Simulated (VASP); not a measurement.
# AlN (Cc) in VASP: further runs, part 2 of 2

VASP 6.6.1. Earlier steps stand in the parts before.

## 5. Single point, PBE (engineering shear strain xz -0.1500, normal strain along z +0.0000)

INCAR reads:

```
SYSTEM = AlN
  ALGO = Normal
  EDIFF = 1E-6
  ENCUT = 520
  GGA = PE
  ISIF = 2
  ISMEAR = 0
  LASPH = .True.
  LCHARG = .False.
  LREAL = .False.
  LWAVE = .False.
  NBANDS = 16
  NELM = 100
  PREC = Accurate
  SIGMA = 0.05
```

KPOINTS reads:

```
k-points
0
Gamma
  9 9 6
  0 0 0
```

POSCAR reads:

```
AlN
1.0
    3.1298889828      0.0000000000     -0.2347416737
   -1.5649444914      2.7105633702      0.1173708369
   -0.3762717222      0.0000000000      5.0169562961
Al N
2 2
Direct
    0.3415008186      0.6666027674      0.0030525076
    0.6748980513      0.3333972326      0.5030525076
    0.3278450068      0.6720888835      0.3819474924
    0.6557561233      0.3279111165      0.8819474924
```

Potentials or basis: VASP PAW PBE potentials, release 64 (Al, N).

Launch:

```
cat potpaw_PBE.64/Al/POTCAR potpaw_PBE.64/N/POTCAR > POTCAR
mpirun -np 1 vasp_std > vasp.out
```

OUTCAR:

```text
SYSTEM = AlN
   EDIFF = 1E-6
   ENCUT = 520
   GGA = PE
   ISIF = 2
   ISMEAR = 0
   LASPH = .True.
   LREAL = .False.
   NELM = 100
   PREC = Accurate

 ion  position               nearest neighbor table
   1  0.342  0.667  0.003-   4 1.88   4 1.89   3 1.91   4 1.95   2 2.90   2 2.90   2 3.10   2 3.10
                             2 3.28   2 3.28
   2  0.675  0.333  0.503-   3 1.88   3 1.89   4 1.91   3 1.95   1 2.90   1 2.90   1 3.10   1 3.10
                             1 3.28   1 3.28
   3  0.328  0.672  0.382-   2 1.88   2 1.89   1 1.91   2 1.95
   4  0.656  0.328  0.882-   1 1.88   1 1.89   2 1.91   1 1.95

  LATTYP: Found a base centered monoclinic cell.
 ALAT       =     3.1386794513
 B/A-ratio  =     1.7271998700
 C/A-ratio  =     1.6029182900
 COS(beta)  =    -0.1491609695

  Lattice vectors:

 A1 = (   1.5649444914,  -2.7105633702,  -0.1173708369)
 A2 = (   1.5649444914,   2.7105633702,  -0.1173708368)
 A3 = (  -0.3762717222,   0.0000000000,   5.0169562961)

Analysis of symmetry for initial positions (statically):
=====================================================================
 Subroutine PRICEL returns:
 Original cell was already a primitive cell.

 Routine SETGRP: Setting up the symmetry group for a
 base centered monoclinic supercell.

 Subroutine GETGRP returns: Found  2 space group operations
 (whereof  1 operations were pure point group operations)
 out of a pool of  4 trial point group operations.

The static configuration has the point symmetry C_1 .
 The point group associated with its full space group is C_1h.

Analysis of symmetry for dynamics (positions and initial velocities):
=====================================================================
 Subroutine PRICEL returns:
 Original cell was already a primitive cell.

 Routine SETGRP: Setting up the symmetry group for a
 base centered monoclinic supercell.

 Subroutine GETGRP returns: Found  2 space group operations
[... 123 lines left out ...]
   ISMEAR =     0;   SIGMA  =   0.05  broadening in eV -4-tet -1-fermi 0-gaus
   EFERMI_NEDOS =   21; number of points for ismear=-14 and -15
   IALGO  =     38    algorithm
   IMIX   =      4    mixing-type and parameters
     AMIX     =   0.40;   BMIX     =  1.00
     AMIX_MAG =   1.60;   BMIX_MAG =  1.00
  volume/ion in A,a.u.               =      10.58        71.40
  Fermi-wavevector in a.u.,A,eV,Ry     =   1.183737  2.236938 19.064930  1.401233
  Thomas-Fermi vector in A             =   2.319965
   LORBIT       =      0    0 simple, 1 ext, 2 COOP (PROOUT), +10 PAW based schemes
   GGA     = PE    functional components
   LHFCALC =     F    Hartree Fock is set to
   AEXX    =    0.0000 exact exchange contribution
   IVDW    =     0    specifies the selected vdW correction
   LEPSILON=     F    determine dielectric tensor
   LRPA    =     F    only Hartree local field effects (RPA)
 non-spin polarized calculation
 Gauss-broadening in eV      SIGMA  =   0.05
  energy-cutoff  :      520.00
  volume of cell :       42.32
 maximum number of plane-waves:      1151
   NGX = 11   NGY = 11   NGZ = 19

 number of electron      16.0000000 magnetization

 Free energy of the ion-electron system (eV)
  ---------------------------------------------------
  ext. energy  EPLUGINS =         0.00000000
  ---------------------------------------------------
  free energy    TOTEN  =       -29.45044083 eV

  energy without entropy =      -29.45044083  energy(sigma->0) =      -29.45044083

 E-fermi :   6.7175     XC(G=0): -10.8720

 val. band max:        6.4521653977   @ k =   0.0000   0.0000   0.0000
 cond. band min:       9.8939781441   @ k =   0.0000   0.0000   0.0000
 fundamental gap:      3.4418127464
 Fermi energy:         6.7175150293

 k-point     1 :       0.0000    0.0000    0.0000
  band No.  band energies     occupation
      1      -9.0522      2.00000
      2      -6.8862      2.00000
      3       0.1458      2.00000
      4       5.1666      2.00000
      5       5.2614      2.00000
      6       5.5540      2.00000
[... 433 lines left out ...]
      3       0.8178      2.00000
      4       1.9875      2.00000
      5       2.5857      2.00000
      6       4.1261      2.00000
[... 8 lines left out ...]
     15      19.0807      0.00000
     16      21.3428      0.00000

 [... further k-points ...]
[... 5 lines left out ...]
  --------------------------------------------------------------------------------------
  -------------------------------------------------------------------------------------
  Total       -0.9224194      0.2203287      0.8933728      0.0000000      0.0000000      4.3126852
  in kB      -34.9188561      8.3407013     33.8192735      0.0000000      0.0000000    163.2598256
  external PRESSURE =       2.4137062 kB  Pullay stress =       0.0000000 kB

 VOLUME and BASIS-vectors are now :
 -----------------------------------------------------------------------------
  energy-cutoff  :      520.00
  volume of cell :       42.32
      direct lattice vectors                 reciprocal lattice vectors
     3.129888983  0.000000000 -0.234741674     0.321307505  0.184463498  0.024098063
    -1.564944491  2.710563370  0.117370837     0.000000000  0.368926995  0.000000000
    -0.376271722  0.000000000  5.016956296     0.015033869 -0.000000000  0.200451581

 POSITION                                       TOTAL-FORCE (eV/Angst)
 -----------------------------------------------------------------------------------
      0.02451      1.80687      0.01339         0.004226     -0.003346      0.003328
      1.40132      0.90369      2.40450         0.004226      0.003346      0.003328
     -0.16938      1.82174      1.91814        -0.004226      0.003786     -0.003328
      1.20743      0.88882      4.30925        -0.004226     -0.003786     -0.003328
 -----------------------------------------------------------------------------------
    total drift:                               -0.000608      0.000000     -0.000069

  FREE ENERGIE OF THE ION-ELECTRON SYSTEM (eV)
  ---------------------------------------------------
  free  energy   TOTEN  =       -29.4504408297 eV

  energy  without entropy=      -29.4504408297  energy(sigma->0) =      -29.45044083
```

It took 28 s on 1 thread of Intel Xeon Platinum 8481C at 2.70GHz (Sapphire Rapids), shared host; peak memory 0.2 GiB.

Results:

```
Free energy            : -29.4504 eV
Pressure               : 0.2 GPa
Largest force          : 0.007 eV/Å
Band gap on the k mesh : 3.44 eV, direct
```

Forces in eV/Å, atoms in the order of the input:
```
Al   0.004 -0.003  0.003
Al   0.004  0.003  0.003
N   -0.004  0.004 -0.003
N   -0.004 -0.004 -0.003
```

Stress tensor (GPa, compression positive):
```
-3.49  0.00 16.33
 0.00  0.83  0.00
16.33  0.00  3.38
```

Levels at points of the mesh, in eV from the valence-band top:
| k point | band 5 | band 6 | band 7 | band 8 | band 9 | band 10 | band 11 | band 12 |
| --- | --- | --- | --- | --- | --- | --- | --- | --- |
| (0.00, 0.00, 0.00) | -1.19 | -0.90 | -0.60 | 0.00 | 3.44 | 6.05 | 9.52 | 10.44 |
| (0.00, 0.00, 0.50) | -1.14 | -1.14 | -0.71 | -0.71 | 5.63 | 5.63 | 9.80 | 9.80 |

Caveat: the cell differs from its parent crystal (engineering shear strain xz -0.1500, normal strain along z +0.0000). A k mesh can miss the band edges.

## 6. Overview

| cell | gap on the mesh (eV) | pressure (GPa) | largest force (eV/Å) |
| --- | --- | --- | --- |
| a = 3.139, b = 3.132, c = 4.831 Å, angles 85.6, 98.8, 120.1°, 4 atoms | 3.52 | 8.4 | 0.01 |
| a = 3.165, b = 3.139, c = 5.073 Å, angles 81.5, 107.1, 120.3°, 4 atoms | 2.42 | 1.8 | - |
| a = 3.139, b = 3.132, c = 4.931 Å, angles 85.7, 98.7, 120.1°, 4 atoms | 3.49 | 4.2 | 0.01 |
| a = 3.139, b = 3.132, c = 5.031 Å, angles 85.7, 98.6, 120.1°, 4 atoms | 3.44 | 0.2 | 0.01 |

Alike in all rows: task single point; level PBE; potentials or basis VASP PAW PBE potentials, release 64 (Al, N); no spin polarisation; k mesh 9 × 9 × 6; cutoff (eV) 520; smearing gaussian 0.05 eV.

Absolute energies hang on the potentials; compare differences alone.
